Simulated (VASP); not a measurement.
Bi, 1 atom in the cell. Symmetry: Im-3m, No. 229, cubic system. Conventional cell: a = 3.880 Å, b = 3.880 Å, c = 3.880 Å, α = 90.00°, β = 90.00°, γ = 90.00°. Bi (site symmetry m-3m) has 14 Bi at 3.36 to 3.88 Å within 4.4 Å. This isn't the form of Bi at room conditions, which is rhombohedral. This cell differs from its parent crystal: strained.

| Item | Value |
| --- | --- |
| Program | VASP 6.6.1 |
| Task | single point |
| Functional | PBE |
| Potentials or basis | VASP PAW PBE potentials, release 64 (Bi_d) |
| Cutoff | 520 eV |
| k mesh | 16 × 16 × 16 |
| Occupations | gaussian, width 0.1 eV |
| Spin | no spin polarisation |
| Dipole correction | no |
| Further INCAR settings | ALGO = Fast; EDIFF = 1e-06; NBANDS = 14 |

Potentials or basis: VASP PAW PBE potentials, release 64 (Bi_d).

Command:

```sh
$ cat potpaw_PBE.64/Bi_d/POTCAR > POTCAR
$ mpirun -np 1 vasp_std > vasp.out
```

Hardware: 1 thread of Intel(R) Xeon(R) 6975P-C (Granite Rapids), on a shared host.

Task: Estimate the wall time of this run.

Result: It took 28 s on 1 thread of Intel(R) Xeon(R) 6975P-C (Granite Rapids), with other jobs on the host, peak memory 0.18 GiB. Counts: scf iterations 12, k points 145.
